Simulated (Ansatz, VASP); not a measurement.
**GaN in VASP and in Ansatz**

```
Ga N
1.0
     0.00000    2.27144    2.22441
     2.27144    0.00000    2.22441
     2.27144    2.27144    0.00000
Ga N
1 1
Direct
  0.00000 0.00000 0.00000
  0.25000 0.25000 0.25000
```

Change from the starting cell: epitaxial_xy strain +1.0%.

Alike in both runs: task single point; functional r2SCAN; k mesh 10 × 10 × 10; non-collinear spin, spin-orbit coupling.

```csv
,VASP,Ansatz
version,VASP 6.6.1,Ansatz 0.2.0
potentials or method,"VASP PAW PBE potentials, release 64 (Ga_d, N)","plane waves, PAW"
plane-wave cutoff (eV),520,500
occupations,"gaussian, width 0.01 eV",fixed
valence electrons in the cell,18,18
```

Ansatz gave:

```
pressure (GPa)                                                : -1.8
traceless stress, the component that is largest in VASP (GPa) : 1.76
net moment per atom (μB)                                      : 0.00
```

**Question.** Which values does VASP return?

**Answer.** Pressure (GPa): -0.7; traceless stress, the component that is largest in VASP (GPa): 1.74; net moment per atom (μB): 0.00.

VASP's potentials were made for PBE, not for r2SCAN.
